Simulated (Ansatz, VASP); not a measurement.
## Two plane-wave programs on RbWF3

```
Rb W F
1.0
     4.50377    0.00000    0.00000
     0.00000    4.50377    0.00000
     0.00000    0.00000    4.50377
Rb W F
1 1 3
Direct
  0.00000 0.00000 0.00000
  0.50000 0.50000 0.50000
  0.00000 0.50000 0.50000
  0.50000 0.00000 0.50000
  0.50000 0.50000 0.00000
```

Alike in both runs: functional PBE; k mesh 8 × 8 × 8; occupations gaussian, width 0.1 eV; collinear spin.

Ansatz relaxed the structure, and its values are those at the end. VASP's run is a single point on that final structure, the one shown.

|  | VASP | Ansatz |
| --- | --- | --- |
| version | VASP 6.6.1 | Ansatz 0.2.0 |
| potentials or method | VASP PAW PBE potentials, release 64 (Rb_sv, W_sv, F), cutoff 520 eV | scalar-relativistic, plane waves, PAW |
| valence electrons in the cell | 44 | 44 |

|  | VASP | Ansatz | Ansatz less VASP |
| --- | --- | --- | --- |
| gap on the k mesh at the Fermi level (eV) | none | none | - |
| pressure (GPa) | 0.1 | 0.0 | -0.11 |
| net moment per atom (μB) | 0.79 | 0.79 | 0.000 |
| size of the moment on the site where the two differ most (μB) | 3.00 | 2.06 | -0.935 |

Site moments also hang on the region over which each program counts them. A gap of «none» marks a metal or a gap that the smearing closes.

Spin-orbit coupling is off throughout.
